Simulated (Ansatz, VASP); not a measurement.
**H2Se: VASP beside Ansatz**

```
H Se
1.0
     3.31729   -3.90795    0.00000
     3.31729    3.90795    0.00000
     0.00000    0.00000    5.77485
H Se
4 2
Direct
  0.23124 0.45089 0.25000
  0.54911 0.76876 0.25000
  0.45089 0.23124 0.75000
  0.76876 0.54911 0.75000
  0.74230 0.25770 0.75000
  0.25770 0.74230 0.25000
```

Alike in both runs: functional PBE; k mesh 6 × 6 × 4; occupations gaussian, width 0.02 eV; no spin polarisation.

Ansatz relaxed the structure, and its values are those at the end. VASP's run is a single point on that final structure, the one shown.

```csv
,VASP,Ansatz
version,VASP 6.6.1,Ansatz 0.2.0
potentials or method,"VASP PAW PBE potentials, release 64 (H, Se), cutoff 520 eV","scalar-relativistic, plane waves, PAW"
valence electrons in the cell,16,36
```

|  | VASP | Ansatz | Ansatz less VASP |
| --- | --- | --- | --- |
| gap on the k mesh at the Fermi level (eV) | 2.78 | 2.78 | -0.003 |
| least direct gap on the mesh (eV) | 2.78 | 2.78 | -0.003 |
| pressure (GPa) | 0.1 | 0.0 | -0.06 |
| rms of the force components (eV/Å) | 0.033 | 0.001 | -0.0315 |

VASP's potentials hold 16 valence electrons a cell and Ansatz's 36, so a difference there can come from the potentials and not from the codes.
